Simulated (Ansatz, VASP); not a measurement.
# SrRe: VASP beside Ansatz

```
Sr Re
1.0
     3.63803    0.00000    0.00000
     0.00000    3.63803    0.00000
     0.00000    0.00000    3.63803
Sr Re
1 1
Direct
  0.00000 0.00000 0.00000
  0.50000 0.50000 0.50000
```

Alike in both runs: task single point; functional PBE; k mesh 10 × 10 × 10; occupations gaussian, width 0.05 eV; no spin polarisation.

|  | VASP | Ansatz |
| --- | --- | --- |
| version | VASP 6.6.1 | Ansatz 0.2.0 |
| potentials or method | VASP PAW PBE potentials, release 64 (Sr_sv, Re), cutoff 520 eV | scalar-relativistic, plane waves, PAW |
| valence electrons in the cell | 17 | 25 |

```tsv
	VASP	Ansatz	Ansatz less VASP
gap on the k mesh at the Fermi level (eV)	none	none	-
pressure (GPa)	0.2	0.0	-0.19
```

A gap of «none» marks a metal or a gap that the smearing closes. The functional is the same, so the differences come from potentials, cutoffs and numerics. VASP's potentials hold 17 valence electrons a cell and Ansatz's 25, so a difference there can come from the potentials and not from the codes.

Spin-orbit coupling is off throughout.
